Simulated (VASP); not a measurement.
Here is a VASP 6.6.1 calculation.

File INCAR:

```
SYSTEM = CuO
ALGO = Normal
EDIFF = 1E-6
ENCUT = 520
GGA = PS
ISIF = 2
ISMEAR = -1
LASPH = .TRUE.
LCHARG = .FALSE.
LREAL = .FALSE.
LWAVE = .FALSE.
NBANDS = 25
NELM = 80
PREC = Accurate
SIGMA = 0.05
```

Contents of KPOINTS:

```
k-points
0
G
  9 9 5
  0 0 0
```

The input POSCAR:

```
CuO
1.0
    2.8941907370     -0.0183127705     -0.0039555793
    0.0209607257      2.8940268723     -0.0039056635
    0.0103642135      0.0102983836      5.0880528201
Cu O
2 2
Direct
    0.0000000000      0.5000000000      0.0000000000
    0.5000000000      0.0000000000      0.5000000000
    0.9997559070      0.0002440103      0.7500021878
    0.0002440930      0.9997559897      0.2499978122
```

Potentials or basis: VASP PAW PBE potentials, release 64 (Cu, O).

The run is started by

```console
$ cat potpaw_PBE.64/Cu/POTCAR potpaw_PBE.64/O/POTCAR > POTCAR
$ mpirun -np 1 vasp_std > vasp.out
```

Predict the pressure.

1.0 GPa.

Estimate the band gap on the k mesh.

zero (band 17 reaches 5.93 eV, above the bottom of band 18 at 4.94 eV).

Stress tensor (GPa, compression positive):
```
 0.79 -0.01 -0.01
-0.01  0.80 -0.01
-0.01 -0.01  1.28
```

Caveat: the PAW data sets were made with another functional, which shifts forces and pressure a little; semilocal functionals often make such compounds metallic where correlation or magnetic order opens a gap, which also shifts bond lengths. With open d or f shells a metallic result of PBEsol can be an artefact of self-interaction; +U or a hybrid may open a gap.
